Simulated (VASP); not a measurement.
# Bi (P6_3/mmc) in VASP: relaxation of cell and atoms with PBEsol

Aim: the relaxation of cell and atoms of Bi with PBEsol.

All numbers are computed with VASP 6.6.1; they aren't measurements. Logs are shortened: lines on timing, memory, paths and dates and some standing lists are left out, and cuts for length are marked.

## Step 1: The cell of the first run

Symmetry: P6_3/mmc, No. 194, hexagonal system. Conventional cell: a = 5.251 Å, b = 5.251 Å, c = 6.758 Å, α = 90.00°, β = 90.00°, γ = 120.00°. Within 4.0 Å of Bi (site symmetry -6m2) lie 5 Bi at 3.03 to 3.38 Å. Within 4.0 Å of Bi (site symmetry -6m2) lie 3 Bi at 3.03 Å.

This isn't the form of Bi at room conditions, which is rhombohedral.

## Step 2: Relaxation of cell and atoms, PBEsol

Contents of INCAR:

```
  PREC = Accurate
  ENCUT = 600
  EDIFF = 1E-6
  ISMEAR = 0
  SIGMA = 0.1
  LREAL = F
  LASPH = T
  NELM = 100
  ALGO = Fast
  ISIF = 3
  LWAVE = F
  LCHARG = F
  GGA = PS
  IBRION = 2
  NSW = 90
  EDIFFG = -0.04
```

Contents of KPOINTS:

```
Automatic mesh
0
Gamma
  6 6 4
```

Contents of POSCAR:

```
Bi
1.0
    5.2509897508      0.0000000000      0.0000000000
   -2.6254948754      4.5474905192      0.0000000000
    0.0000000000      0.0000000000      6.7583892058
Bi
4
Direct
    0.0000000000      0.0000000000      0.2500000000
    0.0000000000      0.0000000000      0.7500000000
    0.3333333333      0.6666666667      0.7500000000
    0.6666666667      0.3333333333      0.2500000000
```

Potentials or basis: VASP PAW PBE potentials, release 64 (Bi_d).

On the command line:

```bash
$ cat potpaw_PBE.64/Bi_d/POTCAR > POTCAR
$ mpirun -np 1 vasp_std > vasp.out
```

OUTCAR:

```text
PREC = Accurate
   ENCUT = 600
   EDIFF = 1E-6
   ISMEAR = 0
   LREAL = F
   LASPH = T
   NELM = 100
   ISIF = 3
   GGA = PS
   IBRION = 2
   NSW = 90
   EDIFFG = -0.04

 ion  position               nearest neighbor table
   1  0.000  0.000  0.250-   4 3.03   4 3.03   4 3.03   2 3.38   2 3.38
   2  0.000  0.000  0.750-   3 3.03   3 3.03   3 3.03   1 3.38   1 3.38
   3  0.333  0.667  0.750-   2 3.03   2 3.03   2 3.03
   4  0.667  0.333  0.250-   1 3.03   1 3.03   1 3.03

  LATTYP: Found a hexagonal cell.
 ALAT       =     5.2509897508
 C/A-ratio  =     1.2870695862

  Lattice vectors:

 A1 = (   5.2509897508,   0.0000000000,   0.0000000000)
 A2 = (  -2.6254948754,   4.5474905192,   0.0000000000)
 A3 = (   0.0000000000,   0.0000000000,   6.7583892058)

Analysis of symmetry for initial positions (statically):
=====================================================================
 Subroutine PRICEL returns:
 Original cell was already a primitive cell.

 Routine SETGRP: Setting up the symmetry group for a
 hexagonal supercell.

 Subroutine GETGRP returns: Found 24 space group operations
 (whereof 12 operations were pure point group operations)
 out of a pool of 24 trial point group operations.

The static configuration has the point symmetry D_3d.
 The point group associated with its full space group is D_6h.

Analysis of symmetry for dynamics (positions and initial velocities):
=====================================================================
 Subroutine PRICEL returns:
 Original cell was already a primitive cell.

 Routine SETGRP: Setting up the symmetry group for a
 hexagonal supercell.

 Subroutine GETGRP returns: Found 24 space group operations
 (whereof 12 operations were pure point group operations)
 out of a pool of 24 trial point group operations.

The dynamic configuration has the point symmetry D_3d.
 The point group associated with its full space group is D_6h.

 Subroutine INISYM returns: Found 24 space group operations
 (whereof 12 operations are pure point group operations),
 and found     1 'primitive' translations

----------------------------------------------------------------------------------------

                                     Primitive cell

  volume of cell :     161.3824

  direct lattice vectors                    reciprocal lattice vectors
     5.250989751  0.000000000  0.000000000     0.190440288  0.109950751  0.000000000
    -2.625494875  4.547490519  0.000000000     0.000000000  0.219901503  0.000000000
     0.000000000  0.000000000  6.758389206     0.000000000  0.000000000  0.147964251

  length of vectors
     5.250989751  5.250989751  6.758389206     0.219901503  0.219901503  0.147964251

  position of ions in fractional coordinates (direct lattice)
     0.000000000  0.000000000  0.250000000
     0.000000000  0.000000000  0.750000000
     0.333333333  0.666666667  0.750000000
     0.666666667  0.333333333  0.250000000

  ion indices of the primitive-cell ions
   primitive index   ion index
                 1           1
                 2           2
                 3           3
                 4           4

----------------------------------------------------------------------------------------

 KPOINTS: Automatic mesh

Automatic generation of k-mesh.
 Grid dimensions read from file:
 generate k-points for:    6    6    4

 Generating k-lattice:

  Cartesian coordinates                     Fractional coordinates (reciprocal lattice)
     0.031740048  0.018325125  0.000000000     0.166666667  0.000000000  0.000000000
     0.000000000  0.036650250  0.000000000     0.000000000  0.166666667  0.000000000
     0.000000000  0.000000000  0.036991063     0.000000000  0.000000000  0.250000000

  Length of vectors
     0.036650250  0.036650250  0.036991063

  Shift w.r.t. Gamma in fractional coordinates (k-lattice)
     0.000000000  0.000000000  0.000000000

 Subroutine IBZKPT returns following result:
 ===========================================

 Found     21 irreducible k-points:

 Following reciprocal coordinates:
            Coordinates               Weight
  0.000000  0.000000  0.000000      1.000000
  0.166667  0.000000  0.000000      6.000000
  0.333333  0.000000  0.000000      6.000000
  0.500000  0.000000  0.000000      3.000000
  0.166667  0.166667  0.000000      6.000000
  0.333333  0.166667  0.000000     12.000000
[... 13 lines left out ...]
  0.333333  0.166667  0.500000     12.000000
  0.333333  0.333333  0.500000      2.000000
   k-points           NKPTS =     21   k-points in BZ     NKDIM =     21   number of bands    NBANDS=     36
   number of dos      NEDOS =    301   number of ions     NIONS =      4
   total plane-waves  NPLWV =  95256
   dimension x,y,z NGX =    42 NGY =   42 NGZ =   54
   dimension x,y,z NGXF=    84 NGYF=   84 NGZF=  108
   ions per type =               4
   NGX,Y,Z   is equivalent  to a cutoff of  13.30, 13.30, 13.28 a.u.
   NGXF,Y,Z  is equivalent  to a cutoff of  26.59, 26.59, 26.57 a.u.
 SYSTEM =  unknown system
   PREC   = accura    normal or accurate (medium, high low for compatibility)
   ISTART =      0    job   : 0-new  1-cont  2-samecut
   ICHARG =      2    charge: 1-file 2-atom 10-const
   ISPIN  =      1    spin polarized calculation?
   LNONCOLLINEAR =      F non collinear calculations
   LSORBIT =      F    spin-orbit coupling
   LASPH  =      T    aspherical Exc in radial PAW
   ENCUT  =  600.0 eV  44.10 Ry    6.64 a.u.  10.49 10.49 13.50*2*pi/ulx,y,z
   NELM   =    100;   NELMIN=  2; NELMDL= -5     # of ELM steps
   EDIFF  = 0.1E-05   stopping-criterion for ELM
   LREAL  =      F    real-space projection
   EDIFFG = -.4E-01   stopping-criterion for IOM
   NSW    =     90    number of steps for IOM
   IBRION =      2    ionic relax: 0-MD 1-quasi-New 2-CG
   NFREE  =      1    steps in history (QN), initial steepest desc. (CG)
   ISIF   =      3    stress and relaxation
   ISYM   =      2    0-nonsym 1-usesym 2-fastsym
   POTIM  = 0.5000    time-step for ionic-motion
   TEBEG  =    0.0;   TEEND  =   0.0 temperature during run
   PSTRESS=    0.0 pullay stress
   NELECT =      60.0000    total number of electrons
   NUPDOWN=      -1.0000    fix difference up-down
   EMIN   =  10.00;   EMAX   =-10.00  energy-range for DOS
   EFERMI =   0.00;   METHOD = LEGACY
   ISMEAR =     0;   SIGMA  =   0.10  broadening in eV -4-tet -1-fermi 0-gaus
   EFERMI_NEDOS =   21; number of points for ismear=-14 and -15
   IALGO  =     68    algorithm
   IMIX   =      4    mixing-type and parameters
     AMIX     =   0.40;   BMIX     =  1.00
     AMIX_MAG =   1.60;   BMIX_MAG =  1.00
  volume/ion in A,a.u.               =      40.35       272.27
  Fermi-wavevector in a.u.,A,eV,Ry     =   1.177172  2.224532 18.854049  1.385733
  Thomas-Fermi vector in A             =   2.313523
   LORBIT       =      0    0 simple, 1 ext, 2 COOP (PROOUT), +10 PAW based schemes
   GGA     = PS    functional components
   LHFCALC =     F    Hartree Fock is set to
   AEXX    =    0.0000 exact exchange contribution
   IVDW    =     0    specifies the selected vdW correction
   LEPSILON=     F    determine dielectric tensor
   LRPA    =     F    only Hartree local field effects (RPA)
 conjugate gradient relaxation of ions
 non-spin polarized calculation
 RMM-DIIS sequential band-by-band and
 Gauss-broadening in eV      SIGMA  =   0.10
  energy-cutoff  :      600.00
  volume of cell :      161.38
 maximum number of plane-waves:      5450
 NGX is ok and might be reduce to    42
   NGX = 21   NGY = 21   NGZ = 27

--------------------------------------- Ionic step        1  -------------------------------------------

 number of electron      60.0000013 magnetization

 Free energy of the ion-electron system (eV)
  ---------------------------------------------------
  ext. energy  EPLUGINS =         0.00000000
  ---------------------------------------------------
  free energy    TOTEN  =       -15.74001639 eV

  energy without entropy =      -15.72742167  energy(sigma->0) =      -15.73371903

------------------------ aborting loop because EDIFF is reached ----------------------------------------

  FORCE on cell =-STRESS in cart. coord.  units (eV):
  Direction    XX          YY          ZZ          XY          YZ          ZX
  --------------------------------------------------------------------------------------
  -------------------------------------------------------------------------------------
  Total        0.6679059      0.6679059     -1.8635417      0.0000000      0.0000000      0.0000000
  in kB        6.6308571      6.6308571    -18.5009286      0.0000000      0.0000000      0.0000000
  external PRESSURE =      -1.7464048 kB  Pullay stress =       0.0000000 kB
[... 137 lines left out ...]
  energy  without entropy=      -15.7682778312  energy(sigma->0) =      -15.77649915

--------------------------------------- Ionic step        5  -------------------------------------------

 number of electron      60.0000003 magnetization

 E-fermi :   5.1168     XC(G=0):  -9.1971

 val. band max:        5.0809336298   @ k =   0.1667   0.0000   0.0000
 cond. band min:       5.2105989940   @ k =   0.3333   0.3333   0.5000
 fundamental gap:      0.1296653642
 Fermi energy:         5.1168475543

 k-point     1 :       0.0000    0.0000    0.0000
  band No.  band energies     occupation
      1     -17.7130      2.00000
      2     -17.5662      2.00000
      3     -17.5662      2.00000
      4     -17.5611      2.00000
      5     -17.5611      2.00000
      6     -17.5577      2.00000
[... 843 lines left out ...]
  energy  without entropy=      -15.7716310455  energy(sigma->0) =      -15.78014778

--------------------------------------- Ionic step        6  -------------------------------------------

 number of electron      59.9999994 magnetization

 Free energy of the ion-electron system (eV)
  ---------------------------------------------------
  ext. energy  EPLUGINS =         0.00000000
  ---------------------------------------------------
  free energy    TOTEN  =       -15.79053775 eV

  energy without entropy =      -15.77361391  energy(sigma->0) =      -15.78207583

 E-fermi :   5.0154     XC(G=0):  -9.1494

 val. band max:        4.9919041933   @ k =   0.1667   0.0000   0.0000
 cond. band min:       5.0994251187   @ k =   0.3333   0.3333   0.5000
 fundamental gap:      0.1075209254
 Fermi energy:         5.0154100493

 k-point     1 :       0.0000    0.0000    0.0000
  band No.  band energies     occupation
      1     -17.8005      2.00000
      2     -17.6620      2.00000
      3     -17.6620      2.00000
      4     -17.6550      2.00000
      5     -17.6550      2.00000
      6     -17.6541      2.00000
[... 839 lines left out ...]
  FREE ENERGIE OF THE ION-ELECTRON SYSTEM (eV)
  ---------------------------------------------------
  free  energy   TOTEN  =       -15.7905377452 eV

  energy  without entropy=      -15.7736139110  energy(sigma->0) =      -15.78207583

 reached required accuracy - stopping structural energy minimisation
```

Run time: 6.5 min. Hardware: 1 thread of Intel Xeon 6975P-C (Granite Rapids), shared host; peak memory 0.38 GiB.

Results:

| Quantity | Value |
| --- | --- |
| Free energy | -15.7905 eV |
| Relaxed volume | 39.13 Å³/atom |
| Relaxed cell | a = 5.299 Å, b = 5.299 Å, c = 6.438 Å, α = 90.00°, β = 90.00°, γ = 120.00° |
| Space group after relaxing (to 0.1 Å) | P6_3/mmc (No. 194) |
| Energy gained by relaxing | 12.6 meV/atom |
| Ionic steps | 6 |
| Pressure after relaxing | 0.0 GPa |
| Band gap on the k mesh | zero (bands 30 and 31 overlap by 0.39 eV) |

The path:
| step | energy change (eV) | largest force (eV/Å) | pressure (GPa) | volume (Å³) |
| --- | --- | --- | --- | --- |
| 1 | 0.0000 | 0.0000 | -0.17 | 161.38 |
| 2 | -0.0370 | 0.0000 | -0.49 | 160.31 |
| 3 | -0.0443 | 0.0000 | -0.62 | 159.65 |
| 4 | -0.0447 | 0.0000 | -0.66 | 159.49 |
| 5 | -0.0486 | 0.0000 | 0.38 | 154.89 |
| 6 | -0.0505 | 0.0000 | 0.00 | 156.54 |

Final structure:
```yaml
crystal:
  lattice:
    - [5.29881, 0.00000, 0.00000]
    - [-2.64940, 4.58890, 0.00000]
    - [0.00000, 0.00000, 6.43764]
  atoms:
    - { symbol: Bi, position: [0.00000, 0.00000, 0.25000] }
    - { symbol: Bi, position: [0.00000, 0.00000, 0.75000] }
    - { symbol: Bi, position: [0.33333, 0.66667, 0.75000] }
    - { symbol: Bi, position: [0.66667, 0.33333, 0.25000] }
```

Caveat: the PAW data sets were made with another functional, which shifts forces and pressure a little; spin-orbit coupling is left out, which moves the levels of the heavy elements.
